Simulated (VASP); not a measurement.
Wanted: the native input for a VASP 6.6.1 run.

- Task: single point
- Functional: HSE06
- Potentials or basis: VASP PAW PBE potentials, release 64 (Sb_d_GW)
- Cutoff: 400 eV
- k mesh: 6 × 6 × 6
- Occupations: fermi-dirac, width 0.05 eV
- Spin: no spin polarisation
- Dipole correction: no
- Grid for exact exchange (PRECFOCK): Normal
- Further INCAR settings: ALGO = Normal; EDIFF = 1e-06; NBANDS = 14
- Share of exact exchange: 0.25
- Screening parameter: 0.2079 1/Å

Sb:

```xyz
1
Lattice="0.0000 2.3392 2.3392 2.3392 0.0000 2.3392 2.3392 2.3392 0.0000" Properties=species:S:1:pos:R:3 pbc="T T T"
Sb    0.0000    0.0000    0.0000
```

This isn't the form of Sb at room conditions, which is rhombohedral.

One way to write it, as run:

POSCAR

```
Sb
1.0
    0.0000000000      2.3391947752      2.3391947752
    2.3391947752      0.0000000000      2.3391947752
    2.3391947752      2.3391947752      0.0000000000
Sb
1
Direct
    0.0000000000      0.0000000000      0.0000000000
```

INCAR.step1

```
SYSTEM = Sb
PREC     = Accurate       ! precision mode
ENCUT    = 400            ! plane-wave cutoff, eV
EDIFF    = 1E-5           ! SCF threshold, eV
ISMEAR   = -1             ! smearing method
SIGMA    = 0.05           ! smearing width, eV
LREAL    = .FALSE.        ! projectors in reciprocal space
LASPH    = .TRUE.         ! aspherical terms in the spheres
NELM     = 120            ! most SCF steps
ALGO     = Normal         ! electronic algorithm
ISIF     = 2              ! what is computed and relaxed
LWAVE    = .TRUE.         ! write WAVECAR
LCHARG   = .FALSE.        ! write CHGCAR
GGA      = PE             ! functional
NBANDS   = 14             ! bands
GGA_COMPAT= .FALSE.
```

INCAR.step2

```
SYSTEM = Sb
PREC     = Accurate       ! precision mode
ENCUT    = 400            ! plane-wave cutoff, eV
EDIFF    = 1E-6           ! SCF threshold, eV
ISMEAR   = -1             ! smearing method
SIGMA    = 0.05           ! smearing width, eV
LREAL    = .FALSE.        ! projectors in reciprocal space
LASPH    = .TRUE.         ! aspherical terms in the spheres
NELM     = 120            ! most SCF steps
ALGO     = Normal         ! electronic algorithm
ISIF     = 2              ! what is computed and relaxed
LWAVE    = .FALSE.        ! write WAVECAR
LCHARG   = .FALSE.        ! write CHGCAR
GGA      = PE             ! functional
LHFCALC  = .TRUE.         ! exact exchange
HFSCREEN = 0.2079         ! screening, 1/A
PRECFOCK = Normal       
ISTART   = 1            
NBANDS   = 14             ! bands
GGA_COMPAT= .FALSE.
```

KPOINTS

```
Automatic mesh
0
G
  6 6 6
  0 0 0
```

Potentials or basis: VASP PAW PBE potentials, release 64 (Sb_d_GW).

Command:

```sh
$ cat potpaw_PBE.64/Sb_d_GW/POTCAR > POTCAR
$ cp INCAR.step1 INCAR
$ mpirun -np 1 vasp_std > vasp.out
$ cp INCAR.step2 INCAR
$ mpirun -np 1 vasp_std > vasp.out
```

Results of the run:

| Quantity | Value |
| --- | --- |
| Pressure | 2.1 GPa |
| Band gap on the k mesh | zero (an odd number of electrons rules out a gap without spin polarisation) |

Caveat: the k points lie up to 0.39 Å⁻¹ apart, too coarse for converged energies and pressures of a metal; the PAW data sets were made with another functional, which shifts forces and pressure a little; spin-orbit coupling is left out, which moves the levels of the heavy elements; an odd number of electrons without spin polarisation forces a metal; a magnetic or distorted state may lie lower.

It took 11 min on 1 thread of AMD EPYC 9R45 96-Core Processor (Zen 5) (shared host), peak memory 0.22 GiB.
